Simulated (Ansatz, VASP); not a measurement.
# One calculation of LiF, two programs

Contents of INCAR:

```
SYSTEM = LiF
PREC     = Accurate       ! precision mode
ENCUT    = 520            ! plane-wave cutoff, eV
EDIFF    = 1E-7           ! SCF threshold, eV
ISMEAR   = 0              ! smearing method
SIGMA    = 0.05           ! smearing width, eV
LREAL    = .FALSE.        ! projectors in reciprocal space
LASPH    = .TRUE.         ! aspherical terms in the spheres
NELM     = 80             ! most SCF steps
ALGO     = Normal         ! electronic algorithm
ISIF     = 2              ! what is computed and relaxed
LWAVE    = .FALSE.        ! write WAVECAR
LCHARG   = .FALSE.        ! write CHGCAR
GGA      = PE             ! functional
NBANDS   = 18             ! bands
```

File KPOINTS:

```
Automatic mesh
0
G
  9 9 6
  0 0 0
```

File POSCAR:

```
LiF
1.0
    3.1259140087      0.0000000000      0.0000000000
   -1.5629570043      2.7071209416      0.0000000000
    0.0000000000      0.0000000000      4.9018781194
Li F
2 2
Direct
    0.3333333333      0.6666666667      0.4218720114
    0.6666666667      0.3333333333      0.9218720114
    0.3333333333      0.6666666667      0.9939266766
    0.6666666667      0.3333333333      0.4939266766
```

Input for Ansatz:

```yaml
crystal:
  lattice:
    - [3.1259140087, 0.0, 0.0]
    - [-1.5629570043, 2.7071209416, 0.0]
    - [0.0, 0.0, 4.9018781194]
  atoms:
    - { symbol: Li, position: [0.3333333333, 0.6666666667, 0.4218720114] }
    - { symbol: Li, position: [0.6666666667, 0.3333333333, 0.9218720114] }
    - { symbol: F, position: [0.3333333333, 0.6666666667, 0.9939266766] }
    - { symbol: F, position: [0.6666666667, 0.3333333333, 0.4939266766] }
basis:
  ecutwfc: 520.0
kpoints:
  mp_grid: { grid: [9, 9, 6] }
hamiltonian:
  xc: pbe
scf:
  occupations: { method: gaussian, width: 0.05 }
output:
  forces: true
  stress: true
  eigenvalues: true
```

Alike in both runs: task single point; functional PBE; k mesh 9 × 9 × 6; occupations gaussian, width 0.05 eV; no spin polarisation.

|  | VASP | Ansatz |
| --- | --- | --- |
| version | VASP 6.6.1 | Ansatz 0.2.0 |
| potentials or method | VASP PAW PBE potentials, release 64 (Li_sv, F), cutoff 520 eV | scalar-relativistic, plane waves, PAW |
| valence electrons in the cell | 20 | 20 |

VASP gave:

* gap on the k mesh at the Fermi level (eV): 7.41
* least direct gap on the mesh (eV): 7.41
* rms of the force components (eV/Å): 0.156

Problem. Estimate Ansatz's values.

Solution. gap on the k mesh at the Fermi level (eV): 7.42; least direct gap on the mesh (eV): 7.42; rms of the force components (eV/Å): 0.149.

Atom by atom the forces differ by 0.006 eV/Å (rms over components).

Noted on VASP's run: the cutoff is under 1.25 times that of the potentials, so the pressure is a little rough.
